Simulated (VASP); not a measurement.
# Si2Ni in VASP: further runs

Aim: see how the results for Si2Ni move with the level of theory and the settings. Levels: PBE, PBEsol. Tasks: single point, relaxation of cell and atoms.

Everything below comes from runs of VASP 6.6.1. Logs are shortened: lines on timing, memory, paths and dates and some standing lists are left out, and cuts for length are marked.

## 1. The cell of the first run

The typed cell holds 3 atoms: a = 3.823 Å, b = 3.823 Å, c = 3.823 Å, α = 60.00°, β = 60.00°, γ = 60.00°.

## 2. Single point, PBE, collinear spin, ferromagnetic start

Input file INCAR:

```
SYSTEM = Si2Ni
ALGO = Normal ; EDIFF = 1E-6
ENCUT = 520 ; GGA = PE
ISIF = 2 ; ISMEAR = 1
ISPIN = 2 ; LASPH = .True.
LCHARG = .True. ; LELF = .True.
LMAXMIX = 4 ; LORBIT = 11
LREAL = .False. ; LVHAR = .True.
LWAVE = .False. ; MAGMOM = 1 0 0
NBANDS = 20 ; NELM = 150
PREC = Accurate ; SIGMA = 0.1
```

Input file KPOINTS:

```
k-points
0
Gamma
  8 8 8
  0 0 0
```

Input file POSCAR:

```
Si2Ni
1.0
    0.0000000000      2.7030000000      2.7030000000
    2.7030000000      0.0000000000      2.7030000000
    2.7030000000      2.7030000000      0.0000000000
Ni Si
1 2
Direct
    0.0049260000      0.0098940000     -0.0046020000
    0.7533160000      0.7508790000      0.7664170000
    0.2446960000      0.2529610000      0.2551780000
```

Potentials or basis: VASP PAW PBE potentials, release 64 (Ni, Si).

On the command line:

```sh
$ cat potpaw_PBE.64/Ni/POTCAR potpaw_PBE.64/Si/POTCAR > POTCAR
$ mpirun -np 1 vasp_std > vasp.out
```

OUTCAR:

```text
SYSTEM = Si2Ni
   EDIFF = 1E-6
   ENCUT = 520
   GGA = PE
   ISIF = 2
   ISMEAR = 1
   ISPIN = 2
   LASPH = .True.
   LORBIT = 11
   LREAL = .False.
   NELM = 150
   PREC = Accurate

 ion  position               nearest neighbor table
   1  0.005  0.010  0.995-   2 2.31   3 2.31   2 2.31   3 2.32   2 2.34   3 2.36   3 2.37   2 2.41

   2  0.753  0.751  0.766-   1 2.31   1 2.31   1 2.34   1 2.41   3 2.65   3 2.68   3 2.69   3 2.72
                             3 2.73   3 2.76
   3  0.245  0.253  0.255-   1 2.31   1 2.32   1 2.36   1 2.37   2 2.65   2 2.68   2 2.69   2 2.72
                             2 2.73   2 2.76

  LATTYP: Found a face centered cubic cell.
 ALAT       =     5.4060000000

  Lattice vectors:

 A1 = (   0.0000000000,   2.7030000000,   2.7030000000)
 A2 = (   2.7030000000,   0.0000000000,   2.7030000000)
 A3 = (   2.7030000000,   2.7030000000,   0.0000000000)

Analysis of symmetry for initial positions (statically):
=====================================================================
 Subroutine PRICEL returns:
 Original cell was already a primitive cell.

 Routine SETGRP: Setting up the symmetry group for a
 face centered cubic supercell.

 Subroutine GETGRP returns: Found  1 space group operations
 (whereof  1 operations were pure point group operations)
 out of a pool of 48 trial point group operations.

The static configuration has the point symmetry C_1 .

Analysis of symmetry for dynamics (positions and initial velocities):
=====================================================================
 Subroutine PRICEL returns:
 Original cell was already a primitive cell.

 Routine SETGRP: Setting up the symmetry group for a
 face centered cubic supercell.

 Subroutine GETGRP returns: Found  1 space group operations
 (whereof  1 operations were pure point group operations)
 out of a pool of 48 trial point group operations.

The dynamic configuration has the point symmetry C_1 .

Analysis of structural, dynamic, and magnetic symmetry:
=====================================================================
 Subroutine PRICEL returns:
 Original cell was already a primitive cell.

 Routine SETGRP: Setting up the symmetry group for a
 face centered cubic supercell.

 Subroutine GETGRP returns: Found  1 space group operations
 (whereof  1 operations were pure point group operations)
 out of a pool of 48 trial point group operations.

The overall configuration has the point symmetry C_1 .

 Subroutine INISYM returns: Found  1 space group operations
 (whereof  1 operations are pure point group operations),
 and found     1 'primitive' translations

----------------------------------------------------------------------------------------

                                     Primitive cell

  volume of cell :      39.4974

  direct lattice vectors                    reciprocal lattice vectors
     0.000000000  2.703000000  2.703000000    -0.184979652  0.184979652  0.184979652
     2.703000000  0.000000000  2.703000000     0.184979652 -0.184979652  0.184979652
     2.703000000  2.703000000  0.000000000     0.184979652  0.184979652 -0.184979652

  length of vectors
     3.822619259  3.822619259  3.822619259     0.320394156  0.320394156  0.320394156

  position of ions in fractional coordinates (direct lattice)
     0.004926000  0.009894000  0.995398000
     0.753316000  0.750879000  0.766417000
     0.244696000  0.252961000  0.255178000

  ion indices of the primitive-cell ions
   primitive index   ion index
                 1           1
                 2           2
                 3           3

----------------------------------------------------------------------------------------

 KPOINTS: k-points

Automatic generation of k-mesh.
 Grid dimensions read from file:
 generate k-points for:    8    8    8

 Generating k-lattice:

  Cartesian coordinates                     Fractional coordinates (reciprocal lattice)
    -0.023122457  0.023122457  0.023122457     0.125000000  0.000000000  0.000000000
     0.023122457 -0.023122457  0.023122457     0.000000000  0.125000000  0.000000000
     0.023122457  0.023122457 -0.023122457     0.000000000  0.000000000  0.125000000

  Length of vectors
     0.040049270  0.040049270  0.040049270

  Shift w.r.t. Gamma in fractional coordinates (k-lattice)
     0.000000000  0.000000000  0.000000000

 Subroutine IBZKPT returns following result:
 ===========================================

 Found    260 irreducible k-points:

 Following reciprocal coordinates:
            Coordinates               Weight
  0.000000  0.000000  0.000000      1.000000
  0.125000  0.000000  0.000000      2.000000
  0.000000  0.125000  0.000000      2.000000
  0.000000  0.000000  0.125000      2.000000
  0.125000  0.125000  0.125000      2.000000
  0.250000  0.000000  0.000000      2.000000
[... 16 lines left out ...]
  0.125000  0.000000  0.250000      2.000000
  0.125000  0.125000 -0.125000      2.000000
 [... further k-points ...]
   k-points           NKPTS =    260   k-points in BZ     NKDIM =    260   number of bands    NBANDS=     20
   number of dos      NEDOS =    301   number of ions     NIONS =      3
   total plane-waves  NPLWV =  21952
   dimension x,y,z NGX =    28 NGY =   28 NGZ =   28
   dimension x,y,z NGXF=    56 NGYF=   56 NGZF=   56
   ions per type =               1   2
   NGX,Y,Z   is equivalent  to a cutoff of  12.18, 12.18, 12.18 a.u.
   NGXF,Y,Z  is equivalent  to a cutoff of  24.35, 24.35, 24.35 a.u.
 SYSTEM =  Si2Ni
   PREC   = accura    normal or accurate (medium, high low for compatibility)
   ISTART =      0    job   : 0-new  1-cont  2-samecut
   ICHARG =      2    charge: 1-file 2-atom 10-const
   ISPIN  =      2    spin polarized calculation?
   LNONCOLLINEAR =      F non collinear calculations
   LSORBIT =      F    spin-orbit coupling
   LASPH  =      T    aspherical Exc in radial PAW
   ENCUT  =  520.0 eV  38.22 Ry    6.18 a.u.   7.11  7.11  7.11*2*pi/ulx,y,z
   NELM   =    150;   NELMIN=  2; NELMDL= -5     # of ELM steps
   EDIFF  = 0.1E-05   stopping-criterion for ELM
   LREAL  =      F    real-space projection
   EDIFFG = 0.1E-04   stopping-criterion for IOM
   NSW    =      0    number of steps for IOM
   IBRION =     -1    ionic relax: 0-MD 1-quasi-New 2-CG
   NFREE  =      0    steps in history (QN), initial steepest desc. (CG)
   ISIF   =      2    stress and relaxation
   ISYM   =      2    0-nonsym 1-usesym 2-fastsym
   POTIM  = 0.5000    time-step for ionic-motion
   TEBEG  =    0.0;   TEEND  =   0.0 temperature during run
   PSTRESS=    0.0 pullay stress
   NELECT =      18.0000    total number of electrons
   NUPDOWN=      -1.0000    fix difference up-down
   EMIN   =  10.00;   EMAX   =-10.00  energy-range for DOS
   EFERMI =   0.00;   METHOD = LEGACY
   ISMEAR =     1;   SIGMA  =   0.10  broadening in eV -4-tet -1-fermi 0-gaus
   EFERMI_NEDOS =   21; number of points for ismear=-14 and -15
   IALGO  =     38    algorithm
   IMIX   =      4    mixing-type and parameters
     AMIX     =   0.40;   BMIX     =  1.00
     AMIX_MAG =   1.60;   BMIX_MAG =  1.00
  volume/ion in A,a.u.               =      13.17        88.85
  Fermi-wavevector in a.u.,A,eV,Ry     =   1.259823  2.380721 21.594550  1.587155
  Thomas-Fermi vector in A             =   2.393364
   LORBIT       =     11    0 simple, 1 ext, 2 COOP (PROOUT), +10 PAW based schemes
   GGA     = PE    functional components
   LHFCALC =     F    Hartree Fock is set to
   AEXX    =    0.0000 exact exchange contribution
   IVDW    =     0    specifies the selected vdW correction
   LEPSILON=     F    determine dielectric tensor
   LRPA    =     F    only Hartree local field effects (RPA)
 spin polarized calculation
 Methfessel and Paxton  Order N= 1 SIGMA  =   0.10
  energy-cutoff  :      520.00
  volume of cell :       39.50
 maximum number of plane-waves:      1090
   NGX = 15   NGY = 15   NGZ = 15

 number of electron      18.0000005 magnetization      -0.0001185

 number of electron      18.0000005 magnetization       0.0000395

 Free energy of the ion-electron system (eV)
  ---------------------------------------------------
  ext. energy  EPLUGINS =         0.00000000
  ---------------------------------------------------
  free energy    TOTEN  =       -17.33444513 eV

  energy without entropy =      -17.33365009  energy(sigma->0) =      -17.33418012

 E-fermi :  10.3563     XC(G=0): -11.5858

 val. band max:       10.3399993825   @ k =   0.1250   0.0000   0.1250
 cond. band min:      10.3644377164   @ k =   0.3750   0.0000   0.2500
 fundamental gap:      0.0244383339
 Fermi energy:        10.3562784303

 spin component 1

 k-point     1 :       0.0000    0.0000    0.0000
  band No.  band energies     occupation
      1      -3.4019      1.00000
      2       5.2068      1.00000
      3       5.2422      1.00000
      4       5.2707      1.00000
      5       6.9264      1.00000
      6       6.9299      1.00000
[... 12 lines left out ...]
     19      19.6121      0.00000
[... 513 lines left out ...]
      4       5.3766      1.00000
      5       6.5348      1.00000
      6       7.0380      1.00000
[... 12 lines left out ...]
     19      22.8939      0.00000
     20      25.9203      0.00000

 [... further k-points ...]

 spin component 2

 k-point     1 :       0.0000    0.0000    0.0000
  band No.  band energies     occupation
      1      -3.4019      1.00000
      2       5.2067      1.00000
      3       5.2421      1.00000
      4       5.2707      1.00000
      5       6.9265      1.00000
      6       6.9300      1.00000
[... 12 lines left out ...]
     19      19.6121      0.00000
[... 513 lines left out ...]
      4       5.3766      1.00000
      5       6.5348      1.00000
      6       7.0380      1.00000
[... 12 lines left out ...]
     19      22.8939      0.00000
     20      25.9202      0.00000

 [... further k-points ...]

------------------------ aborting loop because EDIFF is reached ----------------------------------------

  FORCE on cell =-STRESS in cart. coord.  units (eV):
  Direction    XX          YY          ZZ          XY          YZ          ZX
  --------------------------------------------------------------------------------------
  -------------------------------------------------------------------------------------
  Total        0.8281561      0.8502794      0.8106263      0.1919336      0.1866358      0.4377078
  in kB       33.5934528     34.4908672     32.8823722      7.7856235      7.5707257     17.7552493
  external PRESSURE =      33.6555641 kB  Pullay stress =       0.0000000 kB

 VOLUME and BASIS-vectors are now :
 -----------------------------------------------------------------------------
  energy-cutoff  :      520.00
  volume of cell :       39.50
      direct lattice vectors                 reciprocal lattice vectors
     0.000000000  2.703000000  2.703000000    -0.184979652  0.184979652  0.184979652
     2.703000000  0.000000000  2.703000000     0.184979652 -0.184979652  0.184979652
     2.703000000  2.703000000  0.000000000     0.184979652  0.184979652 -0.184979652

 POSITION                                       TOTAL-FORCE (eV/Angst)
 -----------------------------------------------------------------------------------
      2.71730      2.70388      0.04006         0.178913      0.252975     -0.354609
      4.10125      4.10784      4.06584        -0.176135     -0.353674      0.100975
      1.37350      1.35116      1.34517        -0.002778      0.100698      0.253633
 -----------------------------------------------------------------------------------
    total drift:                               -0.000208     -0.000038      0.000158

  FREE ENERGIE OF THE ION-ELECTRON SYSTEM (eV)
  ---------------------------------------------------
  free  energy   TOTEN  =       -17.3344451334 eV

  energy  without entropy=      -17.3336500904  energy(sigma->0) =      -17.33418012

 total charge

# of ion       s       p       d       tot
------------------------------------------
    1        0.560   0.804   8.447   9.811
    2        0.740   0.847   0.000   1.587
    3        0.740   0.846   0.000   1.586
--------------------------------------------------
tot          2.040   2.497   8.447  12.984

 magnetization (x)

# of ion       s       p       d       tot
------------------------------------------
    1       -0.000  -0.000   0.000  -0.000
    2       -0.000  -0.000   0.000  -0.000
    3       -0.000  -0.000   0.000  -0.000
--------------------------------------------------
tot         -0.000  -0.000   0.000  -0.000
```

Run time: 6.9 min. Hardware: 1 thread of Intel Xeon Platinum 8259CL at 2.50GHz (Skylake/Cascade Lake), shared host; peak memory 0.41 GiB.

What came out:

```
Free energy                                           : -17.3344 eV
Pressure                                              : 3.4 GPa
Largest force                                         : 0.471 eV/Å
Band gap on the k mesh                                : zero (filled and empty bands overlap)
Net moment                                            : 0.00 μB per cell
Valence electrons inside the program's atomic spheres : Ni 9.81; Si 1.59
```

Forces on the atoms (eV/Å):
```
Ni   0.179  0.253 -0.355
Si  -0.176 -0.354  0.101
Si  -0.003  0.101  0.254
```

(Continued in part 2 of 2.)
